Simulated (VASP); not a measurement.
# AlNi (Cmmm) in VASP: a series of runs

AlNi is run at these levels: r2SCAN; tasks: single point.

Program: VASP 6.6.1. These are calculated values, not measurements. Logs are shortened: lines on timing, memory, paths and dates and some standing lists are left out, and cuts for length are marked.

## Step 1: The cell of the first run

It takes space group Cmmm (No. 65, orthorhombic). Conventional cell: a = 3.877 Å, b = 3.906 Å, c = 3.099 Å, α = 90.00°, β = 90.00°, γ = 90.00°. Within 3.3 Å of Al (site symmetry mmm) lie 8 Ni at 2.48 to 2.49 Å and 6 Al at 2.75 to 3.10 Å. Within 3.3 Å of Ni (site symmetry mmm) lie 8 Al at 2.48 to 2.49 Å and 6 Ni at 2.75 to 3.10 Å.

## Step 2: Single point, r2SCAN

File POSCAR:

```
AlNi
1.0
    1.9386940000     -1.9531901500      0.0000000000
    1.9386940000      1.9531901500      0.0000000000
    0.0000000000      0.0000000000      3.0994300413
Al Ni
1 1
Direct
    0.0000000000      0.0000000000      0.0000000000
    0.5000000000      0.5000000000      0.5000000000
```

File INCAR.step1:

```
PREC = Accurate ; ENCUT = 520
ISMEAR = -5 ; SIGMA = 0.1
LREAL = False ; LASPH = True
NELM = 80 ; NBANDS = 14
GGA = PE ; ALGO = Normal
EDIFF = 1E-4 ; LWAVE = True
LCHARG = False
```

File INCAR.step2:

```
PREC = Accurate ; ENCUT = 520
EDIFF = 1E-6 ; ISMEAR = -5
SIGMA = 0.1 ; LREAL = False
LASPH = True ; NELM = 80
ALGO = Normal ; ISIF = 2
LWAVE = False ; LCHARG = True
METAGGA = R2SCAN ; LMIXTAU = True
LELF = True ; LVHAR = True
NBANDS = 14 ; ISTART = 1
```

File KPOINTS:

```
regular mesh
0
Gamma
  16 16 14
```

Potentials or basis: VASP PAW PBE potentials, release 64 (Al, Ni).

The run is started by

```sh
$ cat potpaw_PBE.64/Al/POTCAR potpaw_PBE.64/Ni/POTCAR > POTCAR
$ cp INCAR.step1 INCAR
$ mpirun -np 1 vasp_std > vasp.out
$ cp INCAR.step2 INCAR
$ mpirun -np 1 vasp_std > vasp.out
```

OUTCAR:

```text
PREC = Accurate
   ENCUT = 520
   EDIFF = 1E-6
   ISMEAR = -5
   LREAL = False
   LASPH = True
   NELM = 80
   ISIF = 2
   METAGGA = R2SCAN
   ISTART = 1

 ion  position               nearest neighbor table
   1  0.000  0.000  0.000-   2 2.48   2 2.48   2 2.48   2 2.48   2 2.49   2 2.49   2 2.49   2 2.49

   2  0.500  0.500  0.500-   1 2.48   1 2.48   1 2.48   1 2.48   1 2.49   1 2.49   1 2.49   1 2.49

  LATTYP: Found a base centered orthorhombic cell.
 ALAT       =     3.8773880000
 B/A-ratio  =     1.0074772759
 C/A-ratio  =     0.7993603017

  Lattice vectors:

 A1 = (   1.9386940000,  -1.9531901500,   0.0000000000)
 A2 = (   1.9386940000,   1.9531901500,   0.0000000000)
 A3 = (   0.0000000000,   0.0000000000,   3.0994300413)

Analysis of symmetry for initial positions (statically):
=====================================================================
 Subroutine PRICEL returns:
 Original cell was already a primitive cell.

 Routine SETGRP: Setting up the symmetry group for a
 base centered orthorhombic supercell.

 Subroutine GETGRP returns: Found  8 space group operations
 (whereof  8 operations were pure point group operations)
 out of a pool of  8 trial point group operations.

The static configuration has the point symmetry D_2h.

Analysis of symmetry for dynamics (positions and initial velocities):
=====================================================================
 Subroutine PRICEL returns:
 Original cell was already a primitive cell.

 Routine SETGRP: Setting up the symmetry group for a
 base centered orthorhombic supercell.

 Subroutine GETGRP returns: Found  8 space group operations
 (whereof  8 operations were pure point group operations)
 out of a pool of  8 trial point group operations.

The dynamic configuration has the point symmetry D_2h.

 Subroutine INISYM returns: Found  8 space group operations
 (whereof  8 operations are pure point group operations),
 and found     1 'primitive' translations

----------------------------------------------------------------------------------------

                                     Primitive cell

  volume of cell :      23.4728

  direct lattice vectors                    reciprocal lattice vectors
     1.938694000 -1.953190150  0.000000000     0.257905580 -0.255991461  0.000000000
     1.938694000  1.953190150  0.000000000     0.257905580  0.255991461  0.000000000
     0.000000000  0.000000000  3.099430041     0.000000000  0.000000000  0.322639965

  length of vectors
[... 90 lines left out ...]
   ISIF   =      2    stress and relaxation
   ISYM   =      2    0-nonsym 1-usesym 2-fastsym
   POTIM  = 0.5000    time-step for ionic-motion
   TEBEG  =    0.0;   TEEND  =   0.0 temperature during run
   PSTRESS=    0.0 pullay stress
   NELECT =      13.0000    total number of electrons
   NUPDOWN=      -1.0000    fix difference up-down
   EMIN   =  10.00;   EMAX   =-10.00  energy-range for DOS
   EFERMI =   0.00;   METHOD = LEGACY
   ISMEAR =    -5;   SIGMA  =   0.10  broadening in eV -4-tet -1-fermi 0-gaus
   EFERMI_NEDOS =   21; number of points for ismear=-14 and -15
   IALGO  =     38    algorithm
   IMIX   =      4    mixing-type and parameters
     AMIX     =   0.40;   BMIX     =  1.00
     AMIX_MAG =   1.60;   BMIX_MAG =  1.00
  volume/ion in A,a.u.               =      11.74        79.20
  Fermi-wavevector in a.u.,A,eV,Ry     =   1.344417  2.540580 24.591955  1.807458
  Thomas-Fermi vector in A             =   2.472413
   LORBIT       =      0    0 simple, 1 ext, 2 COOP (PROOUT), +10 PAW based schemes
   METAGGA = R2SCAN    functional components
   LHFCALC =     F    Hartree Fock is set to
   AEXX    =    0.0000 exact exchange contribution
   IVDW    =     0    specifies the selected vdW correction
   LEPSILON=     F    determine dielectric tensor
   LRPA    =     F    only Hartree local field effects (RPA)
 non-spin polarized calculation
 Fermi weights with tetrahedron method with Bloechl corrections
  energy-cutoff  :      520.00
  volume of cell :       23.47
 maximum number of plane-waves:       646
   NGX = 11   NGY = 11   NGZ = 11

 number of electron      13.0000022 magnetization

 Free energy of the ion-electron system (eV)
  ---------------------------------------------------
  ext. energy  EPLUGINS =         0.00000000
  ---------------------------------------------------
  free energy    TOTEN  =       -20.02108765 eV

  energy without entropy =      -20.02108765  energy(sigma->0) =      -20.02108765

 E-fermi :  10.1495     XC(G=0): -13.1115

 val. band max:       10.2427040424   @ k =   0.5000   0.3750   0.3571
 cond. band min:       9.9897095876   @ k =   0.5000   0.3125   0.3571
 fundamental gap:     -0.2529944548
 Fermi energy:        10.1495288828

 k-point     1 :       0.0000    0.0000    0.0000
  band No.  band energies     occupation
      1      -1.7337      2.00000
      2       6.5659      2.00000
      3       6.7671      2.00000
      4       8.4209      2.00000
      5       8.4410      2.00000
      6       8.6832      2.00000
      7      13.2878      0.00000
      8      17.5448      0.00000
      9      17.6741      0.00000
     10      17.7189      0.00000
     11      19.1148      0.00000
     12      26.0407      0.00000
     13      31.6190      0.00000
     14      31.6331      0.00000
[... 377 lines left out ...]
      1      -1.5693      2.00000
      2       6.6094      2.00000
      3       6.7840      2.00000
      4       8.3634      2.00000
      5       8.3901      2.00000
      6       8.6167      2.00000
      7      13.5413      0.00000
      8      16.2381      0.00000
      9      16.7552      0.00000
     10      18.1715      0.00000
     11      20.8180      0.00000
     12      26.7173      0.00000
     13      30.2749      0.00000
     14      30.6892      0.00000

 [... further k-points ...]
[... 5 lines left out ...]
  --------------------------------------------------------------------------------------
  -------------------------------------------------------------------------------------
  Total        0.5104897      0.2938954     -0.6407054     -0.0000000      0.0000000      0.0000000
  in kB       34.8443138     20.0603165    -43.7324039     -0.0000000      0.0000000      0.0000000
  external PRESSURE =       3.7240755 kB  Pullay stress =       0.0000000 kB

 VOLUME and BASIS-vectors are now :
 -----------------------------------------------------------------------------
  energy-cutoff  :      520.00
  volume of cell :       23.47
      direct lattice vectors                 reciprocal lattice vectors
     1.938694000 -1.953190150  0.000000000     0.257905580 -0.255991461  0.000000000
     1.938694000  1.953190150  0.000000000     0.257905580  0.255991461  0.000000000
     0.000000000  0.000000000  3.099430041     0.000000000  0.000000000  0.322639965

 POSITION                                       TOTAL-FORCE (eV/Angst)
 -----------------------------------------------------------------------------------
      0.00000      0.00000      0.00000         0.000000      0.000000      0.000000
      1.93869      0.00000      1.54972        -0.000000     -0.000000      0.000000
 -----------------------------------------------------------------------------------
    total drift:                                0.000000      0.000000      0.000000

  FREE ENERGIE OF THE ION-ELECTRON SYSTEM (eV)
  ---------------------------------------------------
  free  energy   TOTEN  =       -20.0210876510 eV

  energy  without entropy=      -20.0210876510  energy(sigma->0) =      -20.02108765
```

OUTCAR.step1:

```text
PREC = Accurate
   ENCUT = 520
   ISMEAR = -5
   LREAL = False
   LASPH = True
[... 634 lines left out ...]
      0.00000      0.00000      0.00000        -0.000000      0.000000      0.000000
      1.93869      0.00000      1.54972         0.000000     -0.000000      0.000000
 -----------------------------------------------------------------------------------
    total drift:                                0.000000      0.000000      0.000000

  FREE ENERGIE OF THE ION-ELECTRON SYSTEM (eV)
  ---------------------------------------------------
  free  energy   TOTEN  =       -10.4834986579 eV

  energy  without entropy=      -10.4834986579  energy(sigma->0) =      -10.48349866
```

Wall time 4.6 min (1 thread of Intel Xeon 6975P-C, shared host); peak memory 0.32 GiB.

What came out:

```yaml
Free_energy: -20.0211 eV
Pressure: 0.4 GPa
```

Caveat: the PAW data sets were made with another functional, which shifts forces and pressure a little; tetrahedron occupations give inexact forces and stress in metals. Spin polarisation is off, so any magnetic state and its effect on volume and gap are missing.

## Step 3: Single point, r2SCAN

POSCAR is that of step 2.

File INCAR.step1:

```
SYSTEM = AlNi
PREC = Accurate
ENCUT = 520
ISMEAR = 0
SIGMA = 0.1
LREAL = .FALSE.
LASPH = .TRUE.
NELM = 60
NBANDS = 14
GGA = PE
ALGO = Normal
EDIFF = 1E-4
LWAVE = .TRUE.
LCHARG = .FALSE.
```

File INCAR.step2:

```
SYSTEM = AlNi
PREC = Accurate
ENCUT = 520
EDIFF = 1E-6
ISMEAR = 0
SIGMA = 0.1
LREAL = .FALSE.
LASPH = .TRUE.
NELM = 60
ALGO = Normal
ISIF = 2
LWAVE = .FALSE.
LCHARG = .FALSE.
METAGGA = R2SCAN
LMIXTAU = .TRUE.
NBANDS = 14
ISTART = 1
```

File KPOINTS:

```
regular mesh
0
G
  20 20 18
  0 0 0
```

Potentials or basis: VASP PAW PBE potentials, release 64 (Al, Ni).

The run is started by

```sh
$ cat potpaw_PBE.64/Al/POTCAR potpaw_PBE.64/Ni/POTCAR > POTCAR
$ cp INCAR.step1 INCAR
$ mpirun -np 1 vasp_std > vasp.out
$ cp INCAR.step2 INCAR
$ mpirun -np 1 vasp_std > vasp.out
```

OUTCAR:

```text
SYSTEM = AlNi
   PREC = Accurate
   ENCUT = 520
   EDIFF = 1E-6
   ISMEAR = 0
   LREAL = .FALSE.
   LASPH = .TRUE.
   NELM = 60
   ISIF = 2
   METAGGA = R2SCAN
   ISTART = 1

 ion  position               nearest neighbor table
   1  0.000  0.000  0.000-   2 2.48   2 2.48   2 2.48   2 2.48   2 2.49   2 2.49   2 2.49   2 2.49

   2  0.500  0.500  0.500-   1 2.48   1 2.48   1 2.48   1 2.48   1 2.49   1 2.49   1 2.49   1 2.49

  LATTYP: Found a base centered orthorhombic cell.
 ALAT       =     3.8773880000
 B/A-ratio  =     1.0074772759
 C/A-ratio  =     0.7993603017

  Lattice vectors:

 A1 = (   1.9386940000,  -1.9531901500,   0.0000000000)
 A2 = (   1.9386940000,   1.9531901500,   0.0000000000)
 A3 = (   0.0000000000,   0.0000000000,   3.0994300413)

Analysis of symmetry for initial positions (statically):
=====================================================================
 Subroutine PRICEL returns:
 Original cell was already a primitive cell.

 Routine SETGRP: Setting up the symmetry group for a
 base centered orthorhombic supercell.

 Subroutine GETGRP returns: Found  8 space group operations
 (whereof  8 operations were pure point group operations)
 out of a pool of  8 trial point group operations.

The static configuration has the point symmetry D_2h.
[... 170 lines left out ...]
      1      -1.7338      2.00000
      2       6.5652      2.00000
      3       6.7693      2.00000
      4       8.4207      2.00000
      5       8.4404      2.00000
      6       8.6864      2.00000
      7      13.2879      0.00000
      8      17.5446      0.00000
      9      17.6738      0.00000
     10      17.7186      0.00000
     11      19.1150      0.00000
     12      26.0407      0.00000
     13      31.6189      0.00000
     14      31.6330      0.00000
[... 377 lines left out ...]
      1       0.8246      2.00000
      2       5.6503      2.00000
      3       7.1282      2.00000
      4       7.4786      2.00000
      5       8.0702      2.00000
      6       8.5019      2.00000
      7      10.3158      0.00910
      8      16.4932      0.00000
      9      18.0748      0.00000
     10      20.1387      0.00000
     11      22.6610      0.00000
     12      24.0371      0.00000
     13      25.6418      0.00000
     14      26.7423      0.00000

 [... further k-points ...]
[... 5 lines left out ...]
  --------------------------------------------------------------------------------------
  -------------------------------------------------------------------------------------
  Total        0.5414877      0.3010271     -0.6726251      0.0000000      0.0000000      0.0000000
  in kB       36.9601379     20.5471020    -45.9111324      0.0000000      0.0000000      0.0000000
  external PRESSURE =       3.8653692 kB  Pullay stress =       0.0000000 kB

 VOLUME and BASIS-vectors are now :
 -----------------------------------------------------------------------------
  energy-cutoff  :      520.00
  volume of cell :       23.47
      direct lattice vectors                 reciprocal lattice vectors
     1.938694000 -1.953190150  0.000000000     0.257905580 -0.255991461  0.000000000
     1.938694000  1.953190150  0.000000000     0.257905580  0.255991461  0.000000000
     0.000000000  0.000000000  3.099430041     0.000000000  0.000000000  0.322639965

 POSITION                                       TOTAL-FORCE (eV/Angst)
 -----------------------------------------------------------------------------------
      0.00000      0.00000      0.00000         0.000000     -0.000000      0.000000
      1.93869      0.00000      1.54972        -0.000000      0.000000      0.000000
 -----------------------------------------------------------------------------------
    total drift:                                0.000000      0.000000      0.000000

  FREE ENERGIE OF THE ION-ELECTRON SYSTEM (eV)
  ---------------------------------------------------
  free  energy   TOTEN  =       -20.0237120051 eV

  energy  without entropy=      -20.0195386982  energy(sigma->0) =      -20.02162535
```

OSZICAR.step1:

```text
N       E                     dE             d eps       ncg     rms          rms(c)
DAV:   1     0.406668794428E+02    0.40667E+02   -0.53810E+03 31532   0.975E+02
DAV:   2    -0.102505063957E+02   -0.50917E+02   -0.45997E+02 33540   0.181E+02
DAV:   3    -0.119759174032E+02   -0.17254E+01   -0.17091E+01 39102   0.367E+01
DAV:   4    -0.119988721691E+02   -0.22955E-01   -0.22947E-01 36744   0.387E+00
DAV:   5    -0.119995511671E+02   -0.67900E-03   -0.67898E-03 39774   0.719E-01    0.124E+01
DAV:   6    -0.140795470005E+02   -0.20800E+01   -0.48150E+01 36708   0.977E+01    0.163E+01
DAV:   7    -0.105184040846E+02    0.35611E+01   -0.14190E+01 37336   0.579E+01    0.110E+00
DAV:   8    -0.105002493324E+02    0.18155E-01   -0.32651E-01 39102   0.623E+00    0.102E+00
DAV:   9    -0.104861654207E+02    0.14084E-01   -0.47125E-02 39804   0.283E+00    0.201E-01
DAV:  10    -0.104858378431E+02    0.32758E-03   -0.15131E-03 44232   0.516E-01    0.844E-02
DAV:  11    -0.104858304389E+02    0.74042E-05   -0.42317E-05 22194   0.719E-02
   1 F= -.10485830E+02 E0= -.10483714E+02  d E =-.423252E-02
```

It took 9.4 min on 1 thread of Intel Xeon 6975P-C, shared host; peak memory 0.46 GiB.

What came out:

```
Free energy : -20.0237 eV
Pressure    : 0.4 GPa
```

Caveat: the PAW data sets were made with another functional, which shifts forces and pressure a little. Spin polarisation is off, so any magnetic state and its effect on volume and gap are missing.

(Continued in part 2 of 2.)
